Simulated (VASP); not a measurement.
# GaN (GaN (P6_3mc)) (P6_3mc) in VASP: single point with PBE

Aim: the single point of GaN (GaN (P6_3mc)) with PBE.

Everything below comes from runs of VASP 6.6.1. Logs are shortened: lines on timing, memory, paths and dates and some standing lists are left out, and cuts for length are marked.

## 1. The cell of the first run

It takes space group P6_3mc (No. 186, hexagonal). Conventional cell: a = 3.219 Å, b = 3.219 Å, c = 5.244 Å, α = 90.00°, β = 90.00°, γ = 120.00°. Within 2.6 Å of Ga (site symmetry 3m) lie 4 N at 1.97 to 1.98 Å. Within 2.6 Å of N (site symmetry 3m) lie 4 Ga at 1.97 to 1.98 Å.

## 2. Single point, PBE

File INCAR:

```
SYSTEM = GaN
  PREC = Accurate
  ENCUT = 520
  EDIFF = 1E-6
  ISMEAR = -1
  SIGMA = 0.01
  LREAL = .FALSE.
  LASPH = .TRUE.
  NELM = 60
  ALGO = Normal
  ISIF = 2
  LWAVE = .FALSE.
  LCHARG = .FALSE.
  GGA = PE
  NBANDS = 26
```

File KPOINTS:

```
regular mesh
0
G
  10 10 6
  0 0 0
```

File POSCAR:

```
GaN
1.0
    3.2186213468      0.0000000000      0.0000000000
   -1.6093106734      2.7874078515      0.0000000000
    0.0000000000      0.0000000000      5.2435339677
Ga N
2 2
Direct
    0.6666666667      0.3333333333      0.4991368635
    0.3333333333      0.6666666667      0.9991368635
    0.6666666667      0.3333333333      0.8758631365
    0.3333333333      0.6666666667      0.3758631365
```

Potentials or basis: VASP PAW PBE potentials, release 64 (Ga_d, N).

On the command line:

```
$ cat potpaw_PBE.64/Ga_d/POTCAR potpaw_PBE.64/N/POTCAR > POTCAR
$ mpirun -np 1 vasp_std > vasp.out
```

OUTCAR:

```text
SYSTEM = GaN
   PREC = Accurate
   ENCUT = 520
   EDIFF = 1E-6
   ISMEAR = -1
   LREAL = .FALSE.
   LASPH = .TRUE.
   NELM = 60
   ISIF = 2
   GGA = PE

 ion  position               nearest neighbor table
   1  0.667  0.333  0.499-   4 1.97   4 1.97   4 1.97   3 1.98
   2  0.333  0.667  0.999-   3 1.97   3 1.97   3 1.97   4 1.98
   3  0.667  0.333  0.876-   2 1.97   2 1.97   2 1.97   1 1.98
   4  0.333  0.667  0.376-   1 1.97   1 1.97   1 1.97   2 1.98

  LATTYP: Found a hexagonal cell.
 ALAT       =     3.2186213468
 C/A-ratio  =     1.6291242127

  Lattice vectors:

 A1 = (   3.2186213468,   0.0000000000,   0.0000000000)
 A2 = (  -1.6093106734,   2.7874078515,   0.0000000000)
 A3 = (   0.0000000000,   0.0000000000,   5.2435339677)

Analysis of symmetry for initial positions (statically):
=====================================================================
 Subroutine PRICEL returns:
 Original cell was already a primitive cell.

 Routine SETGRP: Setting up the symmetry group for a
 hexagonal supercell.

 Subroutine GETGRP returns: Found 12 space group operations
 (whereof  6 operations were pure point group operations)
 out of a pool of 24 trial point group operations.

The static configuration has the point symmetry C_3v.
 The point group associated with its full space group is C_6v.

Analysis of symmetry for dynamics (positions and initial velocities):
=====================================================================
 Subroutine PRICEL returns:
 Original cell was already a primitive cell.

 Routine SETGRP: Setting up the symmetry group for a
 hexagonal supercell.

 Subroutine GETGRP returns: Found 12 space group operations
 (whereof  6 operations were pure point group operations)
 out of a pool of 24 trial point group operations.

The dynamic configuration has the point symmetry C_3v.
 The point group associated with its full space group is C_6v.

 Subroutine INISYM returns: Found 12 space group operations
 (whereof  6 operations are pure point group operations),
 and found     1 'primitive' translations

----------------------------------------------------------------------------------------

                                     Primitive cell

  volume of cell :      47.0429

  direct lattice vectors                    reciprocal lattice vectors
     3.218621347  0.000000000  0.000000000     0.310692030  0.179378127  0.000000000
    -1.609310673  2.787407851  0.000000000     0.000000000  0.358756254  0.000000000
     0.000000000  0.000000000  5.243533968     0.000000000  0.000000000  0.190711075

  length of vectors
     3.218621347  3.218621347  5.243533968     0.358756254  0.358756254  0.190711075

  position of ions in fractional coordinates (direct lattice)
     0.666666667  0.333333333  0.499136863
     0.333333333  0.666666667  0.999136863
     0.666666667  0.333333333  0.875863137
     0.333333333  0.666666667  0.375863137

  ion indices of the primitive-cell ions
   primitive index   ion index
                 1           1
                 2           2
                 3           3
                 4           4

----------------------------------------------------------------------------------------

 KPOINTS: regular mesh

Automatic generation of k-mesh.
 Grid dimensions read from file:
 generate k-points for:   10   10    6

 Generating k-lattice:

  Cartesian coordinates                     Fractional coordinates (reciprocal lattice)
     0.031069203  0.017937813  0.000000000     0.100000000  0.000000000  0.000000000
     0.000000000  0.035875625  0.000000000     0.000000000  0.100000000  0.000000000
     0.000000000  0.000000000  0.031785179     0.000000000  0.000000000  0.166666667

  Length of vectors
     0.035875625  0.035875625  0.031785179

  Shift w.r.t. Gamma in fractional coordinates (k-lattice)
     0.000000000  0.000000000  0.000000000

 Subroutine IBZKPT returns following result:
 ===========================================

 Found     56 irreducible k-points:

 Following reciprocal coordinates:
            Coordinates               Weight
  0.000000  0.000000  0.000000      1.000000
  0.100000  0.000000  0.000000      6.000000
  0.200000  0.000000  0.000000      6.000000
  0.300000 -0.000000  0.000000      6.000000
  0.400000 -0.000000  0.000000      6.000000
  0.500000 -0.000000  0.000000      3.000000
[... 16 lines left out ...]
  0.300000  0.100000  0.166667     24.000000
  0.400000  0.100000  0.166667     24.000000
 [... further k-points ...]
   k-points           NKPTS =     56   k-points in BZ     NKDIM =     56   number of bands    NBANDS=     26
   number of dos      NEDOS =    301   number of ions     NIONS =      4
   total plane-waves  NPLWV =  23040
   dimension x,y,z NGX =    24 NGY =   24 NGZ =   40
   dimension x,y,z NGXF=    48 NGYF=   48 NGZF=   80
   ions per type =               2   2
   NGX,Y,Z   is equivalent  to a cutoff of  12.40, 12.40, 12.68 a.u.
   NGXF,Y,Z  is equivalent  to a cutoff of  24.79, 24.79, 25.36 a.u.
 SYSTEM =  GaN
   PREC   = accura    normal or accurate (medium, high low for compatibility)
   ISTART =      0    job   : 0-new  1-cont  2-samecut
   ICHARG =      2    charge: 1-file 2-atom 10-const
   ISPIN  =      1    spin polarized calculation?
   LNONCOLLINEAR =      F non collinear calculations
   LSORBIT =      F    spin-orbit coupling
   LASPH  =      T    aspherical Exc in radial PAW
   ENCUT  =  520.0 eV  38.22 Ry    6.18 a.u.   5.98  5.98  9.75*2*pi/ulx,y,z
   NELM   =     60;   NELMIN=  2; NELMDL= -5     # of ELM steps
   EDIFF  = 0.1E-05   stopping-criterion for ELM
   LREAL  =      F    real-space projection
   EDIFFG = 0.1E-04   stopping-criterion for IOM
   NSW    =      0    number of steps for IOM
   IBRION =     -1    ionic relax: 0-MD 1-quasi-New 2-CG
   NFREE  =      0    steps in history (QN), initial steepest desc. (CG)
   ISIF   =      2    stress and relaxation
   ISYM   =      2    0-nonsym 1-usesym 2-fastsym
   POTIM  = 0.5000    time-step for ionic-motion
   TEBEG  =    0.0;   TEEND  =   0.0 temperature during run
   PSTRESS=    0.0 pullay stress
   NELECT =      36.0000    total number of electrons
   NUPDOWN=      -1.0000    fix difference up-down
   EMIN   =  10.00;   EMAX   =-10.00  energy-range for DOS
   EFERMI =   0.00;   METHOD = LEGACY
   ISMEAR =    -1;   SIGMA  =   0.01  broadening in eV -4-tet -1-fermi 0-gaus
   EFERMI_NEDOS =   21; number of points for ismear=-14 and -15
   IALGO  =     38    algorithm
   IMIX   =      4    mixing-type and parameters
     AMIX     =   0.40;   BMIX     =  1.00
     AMIX_MAG =   1.60;   BMIX_MAG =  1.00
  volume/ion in A,a.u.               =      11.76        79.37
  Fermi-wavevector in a.u.,A,eV,Ry     =   1.497422  2.829717 30.507966  2.242272
  Thomas-Fermi vector in A             =   2.609312
   LORBIT       =      0    0 simple, 1 ext, 2 COOP (PROOUT), +10 PAW based schemes
   GGA     = PE    functional components
   LHFCALC =     F    Hartree Fock is set to
   AEXX    =    0.0000 exact exchange contribution
   IVDW    =     0    specifies the selected vdW correction
   LEPSILON=     F    determine dielectric tensor
   LRPA    =     F    only Hartree local field effects (RPA)
 non-spin polarized calculation
  energy-cutoff  :      520.00
  volume of cell :       47.04
 maximum number of plane-waves:      1296
 NGX is ok and might be reduce to    24
   NGX = 11   NGY = 11   NGZ = 19

 number of electron      35.9999957 magnetization

 Free energy of the ion-electron system (eV)
  ---------------------------------------------------
  ext. energy  EPLUGINS =         0.00000000
  ---------------------------------------------------
  free energy    TOTEN  =       -24.32781558 eV

  energy without entropy =      -24.32781558  energy(sigma->0) =      -24.32781558

 E-fermi :   5.1894     XC(G=0): -11.5138

 val. band max:        5.0063426338   @ k =   0.0000   0.0000   0.0000
 cond. band min:       6.7207218134   @ k =   0.0000   0.0000   0.0000
 fundamental gap:      1.7143791796
 Fermi energy:         5.1894241923

 k-point     1 :       0.0000    0.0000    0.0000
  band No.  band energies     occupation
      1     -10.7271      2.00000
      2      -9.9046      2.00000
      3      -8.4139      2.00000
      4      -8.3996      2.00000
      5      -8.3996      2.00000
      6      -8.3438      2.00000
[... 18 lines left out ...]
     25      16.4926      0.00000
     26      16.4926      0.00000

 k-point     2 :       0.1000    0.0000    0.0000
  band No.  band energies     occupation
      1     -10.6355      2.00000
      2      -9.8825      2.00000
      3      -8.4046      2.00000
      4      -8.3865      2.00000
      5      -8.3662      2.00000
      6      -8.3329      2.00000
[... 18 lines left out ...]
     25      16.0685      0.00000
     26      16.7015      0.00000

 k-point     3 :       0.2000    0.0000    0.0000
  band No.  band energies     occupation
      1     -10.4009      2.00000
      2      -9.8332      2.00000
      3      -8.3757      2.00000
      4      -8.3580      2.00000
      5      -8.3068      2.00000
      6      -8.2792      2.00000
[... 18 lines left out ...]
     25      16.2489      0.00000
     26      17.1633      0.00000

 k-point     4 :       0.3000   -0.0000    0.0000
  band No.  band energies     occupation
      1     -10.1382      2.00000
      2      -9.7891      2.00000
      3      -8.3537      2.00000
      4      -8.3373      2.00000
      5      -8.2651      2.00000
      6      -8.2225      2.00000
[... 18 lines left out ...]
     25      16.3148      0.00000
     26      17.8044      0.00000
[... 496 lines left out ...]
      1     -10.1750      2.00000
      2      -9.8104      2.00000
      3      -8.3515      2.00000
      4      -8.3442      2.00000
      5      -8.2895      2.00000
      6      -8.2645      2.00000
[... 18 lines left out ...]
     25      15.8992      0.00000
     26      17.4248      0.00000

 k-point    23 :       0.3000    0.1000    0.1667
  band No.  band energies     occupation
      1      -9.9807      2.00000
      2      -9.7740      2.00000
      3      -8.3455      2.00000
      4      -8.3314      2.00000
      5      -8.2610      2.00000
      6      -8.2134      2.00000
[... 18 lines left out ...]
     25      16.1913      0.00000
     26      17.8161      0.00000

 k-point    24 :       0.4000    0.1000    0.1667
  band No.  band energies     occupation
      1      -9.8850      2.00000
      2      -9.7596      2.00000
      3      -8.3525      2.00000
      4      -8.3252      2.00000
      5      -8.2472      2.00000
      6      -8.2117      2.00000
[... 18 lines left out ...]
     25      16.8099      0.00000
     26      18.0800      0.00000

 [... further k-points ...]
[... 5 lines left out ...]
  --------------------------------------------------------------------------------------
  -------------------------------------------------------------------------------------
  Total        0.0228156      0.0228156      0.0335050      0.0000000      0.0000000      0.0000000
  in kB        0.7770472      0.7770472      1.1411058      0.0000000      0.0000000      0.0000000
  external PRESSURE =       0.8984000 kB  Pullay stress =       0.0000000 kB

 VOLUME and BASIS-vectors are now :
 -----------------------------------------------------------------------------
  energy-cutoff  :      520.00
  volume of cell :       47.04
      direct lattice vectors                 reciprocal lattice vectors
     3.218621347  0.000000000  0.000000000     0.310692030  0.179378127  0.000000000
    -1.609310673  2.787407851  0.000000000     0.000000000  0.358756254  0.000000000
     0.000000000  0.000000000  5.243533968     0.000000000  0.000000000  0.190711075

 POSITION                                       TOTAL-FORCE (eV/Angst)
 -----------------------------------------------------------------------------------
      1.60931      0.92914      2.61724        -0.000000      0.000000     -0.000495
     -0.00000      1.85827      5.23901         0.000000      0.000000     -0.000495
      1.60931      0.92914      4.59262         0.000000      0.000000      0.000495
     -0.00000      1.85827      1.97085        -0.000000     -0.000000      0.000495
 -----------------------------------------------------------------------------------
    total drift:                               -0.000001     -0.000001     -0.001235

  FREE ENERGIE OF THE ION-ELECTRON SYSTEM (eV)
  ---------------------------------------------------
  free  energy   TOTEN  =       -24.3278155844 eV

  energy  without entropy=      -24.3278155844  energy(sigma->0) =      -24.32781558
```

Wall time 45 s (1 thread of Intel Xeon Platinum 8259CL at 2.50GHz (Skylake/Cascade Lake), shared host); peak memory 0.19 GiB.

What came out:

```yaml
Free_energy: -24.3278 eV
Pressure: 0.1 GPa
Band_gap_on_the_k_mesh: 1.71 eV, direct
```

As with any semilocal functional, this PBE gap is likely too small.
